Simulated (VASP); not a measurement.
# Na2S (Fm-3m) in VASP: further runs

The runs below take Na2S through single point, with PBE, LDA.

Program: VASP 6.6.1. These are calculated values, not measurements. Logs are shortened: lines on timing, memory, paths and dates and some standing lists are left out, and cuts for length are marked.

**1. The cell of the first run**

The structure is cubic, space group Fm-3m (No. 225). Conventional cell: a = 6.511 Å, b = 6.511 Å, c = 6.511 Å, α = 90.00°, β = 90.00°, γ = 90.00°. Within 3.7 Å of S (site symmetry m-3m) lie 8 Na at 2.82 Å. Na (site symmetry -43m) has 4 S at 2.82 Å and 6 Na at 3.26 Å within 3.7 Å.

**2. Single point, PBE**

File INCAR:

```
SYSTEM = Na2S
ALGO     = Normal         ! electronic algorithm
EDIFF    = 1E-6           ! SCF threshold, eV
ENCUT    = 500            ! plane-wave cutoff, eV
GGA      = PE             ! functional
GGA_COMPAT= .FALSE.      
ISIF     = 2              ! what is computed and relaxed
ISMEAR   = 0              ! smearing method
LASPH    = .TRUE.         ! aspherical terms in the spheres
LCHARG   = .FALSE.        ! write CHGCAR
LREAL    = .FALSE.        ! projectors in reciprocal space
LWAVE    = .FALSE.        ! write WAVECAR
NBANDS   = 17             ! bands
NELM     = 120            ! most SCF steps
PREC     = Accurate       ! precision mode
SIGMA    = 0.01           ! smearing width, eV
```

File KPOINTS:

```
k-points
0
G
  4 4 4
  0 0 0
```

File POSCAR:

```
Na2S
1.0
    0.0000000000      3.2554324516      3.2554324516
    3.2554324516      0.0000000000      3.2554324516
    3.2554324516      3.2554324516      0.0000000000
S Na
1 2
Direct
    0.0000000000      0.0000000000      0.0000000000
    0.2500000000      0.2500000000      0.2500000000
    0.7500000000      0.7500000000      0.7500000000
```

Potentials or basis: VASP PAW PBE potentials, release 64 (S, Na_pv).

The run is started by

```sh
$ cat potpaw_PBE.64/S/POTCAR potpaw_PBE.64/Na_pv/POTCAR > POTCAR
$ mpirun -np 1 vasp_std > vasp.out
```

OUTCAR:

```text
SYSTEM = Na2S
   EDIFF = 1E-6
   ENCUT = 500
   GGA = PE
   ISIF = 2
   ISMEAR = 0
   LASPH = .TRUE.
   LREAL = .FALSE.
   NELM = 120
   PREC = Accurate

 ion  position               nearest neighbor table
   1  0.000  0.000  0.000-
   2  0.250  0.250  0.250-
   3  0.750  0.750  0.750-

  LATTYP: Found a face centered cubic cell.
 ALAT       =     6.5108649032

  Lattice vectors:

 A1 = (   0.0000000000,   3.2554324516,   3.2554324516)
 A2 = (   3.2554324516,   0.0000000000,   3.2554324516)
 A3 = (   3.2554324516,   3.2554324516,   0.0000000000)

Analysis of symmetry for initial positions (statically):
=====================================================================
 Subroutine PRICEL returns:
 Original cell was already a primitive cell.

 Routine SETGRP: Setting up the symmetry group for a
 face centered cubic supercell.

 Subroutine GETGRP returns: Found 48 space group operations
 (whereof 48 operations were pure point group operations)
 out of a pool of 48 trial point group operations.

The static configuration has the point symmetry O_h .

Analysis of symmetry for dynamics (positions and initial velocities):
=====================================================================
 Subroutine PRICEL returns:
 Original cell was already a primitive cell.

 Routine SETGRP: Setting up the symmetry group for a
 face centered cubic supercell.

 Subroutine GETGRP returns: Found 48 space group operations
 (whereof 48 operations were pure point group operations)
 out of a pool of 48 trial point group operations.

The dynamic configuration has the point symmetry O_h .

 Subroutine INISYM returns: Found 48 space group operations
 (whereof 48 operations are pure point group operations),
 and found     1 'primitive' translations

----------------------------------------------------------------------------------------

                                     Primitive cell

  volume of cell :      69.0011

  direct lattice vectors                    reciprocal lattice vectors
     0.000000000  3.255432452  3.255432452    -0.153589426  0.153589426  0.153589426
     3.255432452  0.000000000  3.255432452     0.153589426 -0.153589426  0.153589426
     3.255432452  3.255432452  0.000000000     0.153589426  0.153589426 -0.153589426

  length of vectors
     4.603876724  4.603876724  4.603876724     0.266024688  0.266024688  0.266024688

  position of ions in fractional coordinates (direct lattice)
     0.000000000  0.000000000  0.000000000
     0.250000000  0.250000000  0.250000000
     0.750000000  0.750000000  0.750000000

  ion indices of the primitive-cell ions
   primitive index   ion index
                 1           1
                 2           2
                 3           3

----------------------------------------------------------------------------------------

 KPOINTS: k-points

Automatic generation of k-mesh.
 Grid dimensions read from file:
 generate k-points for:    4    4    4

 Generating k-lattice:

  Cartesian coordinates                     Fractional coordinates (reciprocal lattice)
    -0.038397356  0.038397356  0.038397356     0.250000000  0.000000000  0.000000000
     0.038397356 -0.038397356  0.038397356     0.000000000  0.250000000  0.000000000
     0.038397356  0.038397356 -0.038397356     0.000000000  0.000000000  0.250000000

  Length of vectors
     0.066506172  0.066506172  0.066506172

  Shift w.r.t. Gamma in fractional coordinates (k-lattice)
     0.000000000  0.000000000  0.000000000

 Subroutine IBZKPT returns following result:
 ===========================================

 Found      8 irreducible k-points:

 Following reciprocal coordinates:
            Coordinates               Weight
  0.000000  0.000000  0.000000      1.000000
  0.250000  0.000000  0.000000      8.000000
  0.500000  0.000000  0.000000      4.000000
  0.250000  0.250000  0.000000      6.000000
  0.500000  0.250000  0.000000     24.000000
 -0.250000  0.250000  0.000000     12.000000
  0.500000  0.500000  0.000000      3.000000
 -0.250000  0.500000  0.250000      6.000000
   k-points           NKPTS =      8   k-points in BZ     NKDIM =      8   number of bands    NBANDS=     17
   number of dos      NEDOS =    301   number of ions     NIONS =      3
   total plane-waves  NPLWV =  46656
   dimension x,y,z NGX =    36 NGY =   36 NGZ =   36
   dimension x,y,z NGXF=    72 NGYF=   72 NGZF=   72
   ions per type =               1   2
   NGX,Y,Z   is equivalent  to a cutoff of  13.00, 13.00, 13.00 a.u.
   NGXF,Y,Z  is equivalent  to a cutoff of  26.00, 26.00, 26.00 a.u.
 SYSTEM =  Na2S
   PREC   = accura    normal or accurate (medium, high low for compatibility)
   ISTART =      0    job   : 0-new  1-cont  2-samecut
   ICHARG =      2    charge: 1-file 2-atom 10-const
   ISPIN  =      1    spin polarized calculation?
   LNONCOLLINEAR =      F non collinear calculations
   LSORBIT =      F    spin-orbit coupling
   LASPH  =      T    aspherical Exc in radial PAW
   ENCUT  =  500.0 eV  36.75 Ry    6.06 a.u.   8.39  8.39  8.39*2*pi/ulx,y,z
   NELM   =    120;   NELMIN=  2; NELMDL= -5     # of ELM steps
   EDIFF  = 0.1E-05   stopping-criterion for ELM
   LREAL  =      F    real-space projection
   EDIFFG = 0.1E-04   stopping-criterion for IOM
   NSW    =      0    number of steps for IOM
   IBRION =     -1    ionic relax: 0-MD 1-quasi-New 2-CG
   NFREE  =      0    steps in history (QN), initial steepest desc. (CG)
   ISIF   =      2    stress and relaxation
   ISYM   =      2    0-nonsym 1-usesym 2-fastsym
   POTIM  = 0.5000    time-step for ionic-motion
   TEBEG  =    0.0;   TEEND  =   0.0 temperature during run
   PSTRESS=    0.0 pullay stress
   NELECT =      20.0000    total number of electrons
   NUPDOWN=      -1.0000    fix difference up-down
   EMIN   =  10.00;   EMAX   =-10.00  energy-range for DOS
   EFERMI =   0.00;   METHOD = LEGACY
   ISMEAR =     0;   SIGMA  =   0.01  broadening in eV -4-tet -1-fermi 0-gaus
   EFERMI_NEDOS =   21; number of points for ismear=-14 and -15
   IALGO  =     38    algorithm
   IMIX   =      4    mixing-type and parameters
     AMIX     =   0.40;   BMIX     =  1.00
     AMIX_MAG =   1.60;   BMIX_MAG =  1.00
  volume/ion in A,a.u.               =      23.00       155.21
  Fermi-wavevector in a.u.,A,eV,Ry     =   1.083427  2.047379 15.970697  1.173813
  Thomas-Fermi vector in A             =   2.219492
   LORBIT       =      0    0 simple, 1 ext, 2 COOP (PROOUT), +10 PAW based schemes
   GGA     = PE    functional components
   LHFCALC =     F    Hartree Fock is set to
   AEXX    =    0.0000 exact exchange contribution
   IVDW    =     0    specifies the selected vdW correction
   LEPSILON=     F    determine dielectric tensor
   LRPA    =     F    only Hartree local field effects (RPA)
 non-spin polarized calculation
 Gauss-broadening in eV      SIGMA  =   0.01
  energy-cutoff  :      500.00
  volume of cell :       69.00
 maximum number of plane-waves:      1807
 NGX is ok and might be reduce to    36
   NGX = 17   NGY = 17   NGZ = 17

 number of electron      19.9999984 magnetization

 Free energy of the ion-electron system (eV)
  ---------------------------------------------------
  ext. energy  EPLUGINS =         0.00000000
  ---------------------------------------------------
  free energy    TOTEN  =        -9.96751045 eV

  energy without entropy =       -9.96751045  energy(sigma->0) =       -9.96751045

 E-fermi :   0.3153     XC(G=0):  -7.8721

 val. band max:        0.2499092528   @ k =   0.0000   0.0000   0.0000
 cond. band min:       2.7822133466   @ k =   0.0000   0.0000   0.0000
 fundamental gap:      2.5323040938
 Fermi energy:         0.3152860419

 k-point     1 :       0.0000    0.0000    0.0000
  band No.  band energies     occupation
      1     -21.9656      2.00000
      2     -21.9656      2.00000
      3     -21.9656      2.00000
      4     -21.9096      2.00000
      5     -21.9096      2.00000
      6     -21.9096      2.00000
[... 9 lines left out ...]
     16       9.6380      0.00000
     17      11.5479      0.00000

 k-point     2 :       0.2500    0.0000    0.0000
  band No.  band energies     occupation
      1     -21.9602      2.00000
      2     -21.9578      2.00000
      3     -21.9578      2.00000
      4     -21.9215      2.00000
      5     -21.9182      2.00000
      6     -21.9182      2.00000
[... 9 lines left out ...]
     16       9.4412      0.00000
     17      10.6468      0.00000

 k-point     3 :       0.5000    0.0000    0.0000
  band No.  band energies     occupation
      1     -21.9469      2.00000
      2     -21.9413      2.00000
      3     -21.9393      2.00000
      4     -21.9393      2.00000
      5     -21.9377      2.00000
      6     -21.9377      2.00000
[... 9 lines left out ...]
     16      11.7143      0.00000
     17      11.7143      0.00000

 k-point     4 :       0.2500    0.2500    0.0000
  band No.  band energies     occupation
      1     -21.9714      2.00000
      2     -21.9714      2.00000
      3     -21.9515      2.00000
      4     -21.9305      2.00000
      5     -21.9058      2.00000
      6     -21.9058      2.00000
[... 9 lines left out ...]
     16      10.4609      0.00000
     17      12.8003      0.00000

 k-point     5 :       0.5000    0.2500    0.0000
  band No.  band energies     occupation
      1     -21.9773      2.00000
      2     -21.9673      2.00000
      3     -21.9656      2.00000
      4     -21.9140      2.00000
      5     -21.9125      2.00000
      6     -21.9077      2.00000
[... 9 lines left out ...]
     16      11.8084      0.00000
     17      12.3683      0.00000

 k-point     6 :      -0.2500    0.2500    0.0000
  band No.  band energies     occupation
      1     -21.9785      2.00000
      2     -21.9478      2.00000
      3     -21.9433      2.00000
      4     -21.9365      2.00000
      5     -21.9337      2.00000
      6     -21.9022      2.00000
[... 9 lines left out ...]
     16      11.2434      0.00000
     17      12.2953      0.00000

 k-point     7 :       0.5000    0.5000    0.0000
  band No.  band energies     occupation
      1     -21.9930      2.00000
      2     -21.9772      2.00000
      3     -21.9772      2.00000
      4     -21.9020      2.00000
      5     -21.9020      2.00000
      6     -21.8952      2.00000
[... 9 lines left out ...]
     16      12.0624      0.00000
     17      12.3145      0.00000

 k-point     8 :      -0.2500    0.5000    0.2500
  band No.  band energies     occupation
      1     -21.9879      2.00000
      2     -21.9824      2.00000
      3     -21.9398      2.00000
      4     -21.9398      2.00000
      5     -21.8990      2.00000
      6     -21.8982      2.00000
[... 9 lines left out ...]
     16      10.9213      0.00000
     17      12.3054      0.00000

------------------------ aborting loop because EDIFF is reached ----------------------------------------

  FORCE on cell =-STRESS in cart. coord.  units (eV):
  Direction    XX          YY          ZZ          XY          YZ          ZX
  --------------------------------------------------------------------------------------
  -------------------------------------------------------------------------------------
  Total        0.3738272      0.3738272      0.3738272     -0.0000000     -0.0000000      0.0000000
  in kB        8.6801132      8.6801132      8.6801132     -0.0000000     -0.0000000      0.0000000
  external PRESSURE =       8.6801132 kB  Pullay stress =       0.0000000 kB

 VOLUME and BASIS-vectors are now :
 -----------------------------------------------------------------------------
  energy-cutoff  :      500.00
  volume of cell :       69.00
      direct lattice vectors                 reciprocal lattice vectors
     0.000000000  3.255432452  3.255432452    -0.153589426  0.153589426  0.153589426
     3.255432452  0.000000000  3.255432452     0.153589426 -0.153589426  0.153589426
     3.255432452  3.255432452  0.000000000     0.153589426  0.153589426 -0.153589426

 POSITION                                       TOTAL-FORCE (eV/Angst)
 -----------------------------------------------------------------------------------
      0.00000      0.00000      0.00000        -0.000000     -0.000000     -0.000000
      1.62772      1.62772      1.62772         0.000000      0.000000     -0.000000
      4.88315      4.88315      4.88315         0.000000     -0.000000      0.000000
 -----------------------------------------------------------------------------------
    total drift:                                0.000000      0.000000      0.000000

  FREE ENERGIE OF THE ION-ELECTRON SYSTEM (eV)
  ---------------------------------------------------
  free  energy   TOTEN  =        -9.9675104496 eV

  energy  without entropy=       -9.9675104496  energy(sigma->0) =       -9.96751045
```

Run time: 7.7 s. Hardware: 1 thread of Intel Xeon 6975P-C (Granite Rapids), shared host; peak memory 0.19 GiB.

What came out:

| Item | Value |
| --- | --- |
| Free energy | -9.9675 eV |
| Pressure | 0.9 GPa |
| Band gap on the k mesh | 2.53 eV, direct |

Levels at points of the mesh, in eV from the valence-band top:
```tsv
k point	band 7	band 8	band 9	band 10	band 11	band 12	band 13	band 14
(0.00, 0.00, 0.00)	-10.16	0.00	0.00	0.00	2.53	7.79	7.79	7.79
(0.50, 0.00, 0.00)	-9.91	-1.66	-0.13	-0.13	4.85	6.51	7.18	7.18
(0.50, 0.50, 0.00)	-9.83	-1.49	-0.46	-0.46	3.85	6.05	8.57	9.86
```

PBE gaps usually lie below the measured ones, often by a third to a half.

**3. Single point, LDA**

File INCAR:

```
PREC = Accurate
ENCUT = 500
EDIFF = 1E-6
ISMEAR = 0
SIGMA = 0.01
LREAL = False
LASPH = True
NELM = 120
ALGO = Normal
ISIF = 2
LWAVE = False
LCHARG = True
GGA = CA
LELF = True
LVHAR = True
NBANDS = 17
GGA_COMPAT = False
```

File KPOINTS:

```
regular mesh
0
Gamma
  4 4 4
```

POSCAR is that of step 2.

Potentials or basis: VASP PAW LDA potentials, release 64 (S, Na_pv).

The run is started by

```sh
$ cat potpaw_LDA.64/S/POTCAR potpaw_LDA.64/Na_pv/POTCAR > POTCAR
$ mpirun -np 1 vasp_std > vasp.out
```

Wall time 5.3 s (1 thread of Intel Xeon 6975P-C (Granite Rapids), shared host); peak memory 0.16 GiB.

Results (log left out):

```
Free energy            : -10.8864 eV
Pressure               : -1.6 GPa
Band gap on the k mesh : 2.29 eV, direct
```

Levels at points of the mesh, in eV from the valence-band top:
| k point | band 7 | band 8 | band 9 | band 10 | band 11 | band 12 | band 13 | band 14 |
| --- | --- | --- | --- | --- | --- | --- | --- | --- |
| (0.00, 0.00, 0.00) | -10.11 | 0.00 | 0.00 | 0.00 | 2.29 | 7.57 | 7.57 | 7.57 |
| (0.50, 0.00, 0.00) | -9.85 | -1.73 | -0.14 | -0.14 | 4.60 | 6.33 | 6.99 | 6.99 |
| (0.50, 0.50, 0.00) | -9.77 | -1.55 | -0.48 | -0.48 | 3.65 | 5.81 | 8.34 | 9.60 |
